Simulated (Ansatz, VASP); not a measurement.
## BN: VASP beside Ansatz

INCAR

```
PREC = Accurate
ENCUT = 600
EDIFF = 1E-6
ISMEAR = -1
SIGMA = 0.1
LREAL = F
LASPH = T
NELM = 120
ALGO = Normal
ISIF = 2
LWAVE = F
LCHARG = F
NBANDS = 11
GGA_COMPAT = F
```

Contents of KPOINTS:

```
regular mesh
0
Gamma
  15 15 15
```

File POSCAR:

```
BN
1.0
    0.0000000000      1.6619746047      1.6619746047
    1.6619746047      0.0000000000      1.6619746047
    1.6619746047      1.6619746047      0.0000000000
B N
1 1
Direct
    0.0000000000      0.0000000000      0.0000000000
    0.2500000000      0.2500000000      0.2500000000
```

Input for Ansatz:

```yaml
crystal:
  lattice:
    - [0.0, 1.6619746047, 1.6619746047]
    - [1.6619746047, 0.0, 1.6619746047]
    - [1.6619746047, 1.6619746047, 0.0]
  atoms:
    - { symbol: B, position: [0.0, 0.0, 0.0] }
    - { symbol: "N", position: [0.25, 0.25, 0.25] }
kpoints:
  mp_grid: { grid: [15, 15, 15] }
scf:
  occupations: { method: fermi_dirac, width: 0.1 }
hamiltonian:
  xc: lda
  pseudopotentials: { kind: paw }
output:
  forces: true
  stress: true
  eigenvalues: true
  populations: true
```

Change from the starting cell: volume scaled by 0.8, PAW files.

Alike in both runs: task single point; functional LDA; k mesh 15 × 15 × 15; occupations fermi-dirac, width 0.1 eV; no spin polarisation.

```csv
,VASP,Ansatz
version,VASP 6.6.1,Ansatz 0.2.0
potentials or method,"VASP PAW LDA potentials, release 64 (B, N)","PAW with Ansatz's default frozen-core files, scalar-relativistic"
plane-wave cutoff (eV),600,420
valence electrons in the cell,8,8
```

```csv
,VASP,Ansatz,Ansatz less VASP
gap on the k mesh at the Fermi level (eV),4.68,4.71,+0.028
pressure (GPa),135.6,133.9,-1.70
```

LDA's correlation is that of Perdew and Zunger in VASP and of Perdew and Wang (1992) in Ansatz. Both programs put the cell under a high pressure, so it lies far from rest at this level.

Noted on VASP's run: the cell as given lies far from equilibrium.
